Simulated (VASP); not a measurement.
Input of a VASP 6.6.1 run:

The input INCAR:

```
SYSTEM = C
PREC = Accurate
ENCUT = 520
EDIFF = 1E-7
ISMEAR = -1
SIGMA = 0.05
LREAL = .False.
LASPH = .True.
NELM = 60
ALGO = Normal
ISIF = 2
LWAVE = .False.
LCHARG = .True.
GGA = PE
LELF = .True.
LVHAR = .True.
NBANDS = 16
```

Contents of KPOINTS:

```
regular mesh
0
Gamma
  12 12 4
  0 0 0
```

POSCAR

```
C
1.0
    1.2280479700     -2.1270618200      0.0000000000
    1.2280479700      2.1270618200      0.0000000000
    0.0000000000      0.0000000000      7.1732677600
C
4
Direct
    0.9166205400      0.0833794600      0.7531376000
    0.4166205400      0.5833794600      0.2468624000
    0.0833794600      0.9166205400      0.2468624000
    0.5833794600      0.4166205400      0.7531376000
```

Potentials or basis: VASP PAW PBE potentials, release 64 (C).

Run with:

```sh
$ cat potpaw_PBE.64/C/POTCAR > POTCAR
$ mpirun -np 1 vasp_std > vasp.out
```

Task: What does it give for the largest force?

Result: 0.025 eV/Å.

Task: Predict the pressure.

Result: 4.2 GPa.

Task: What does it give for the band gap on the k mesh?

Result: 0.02 eV.

Forces on the atoms (eV/Å):
```
C    0.000 -0.024 -0.008
C    0.000 -0.024  0.008
C    0.000  0.024  0.008
C    0.000  0.024 -0.008
```

Caveat: this functional lacks dispersion, which binds the layers, so the pressure and a relaxed spacing across them are unreliable. A k mesh can miss the band edges.
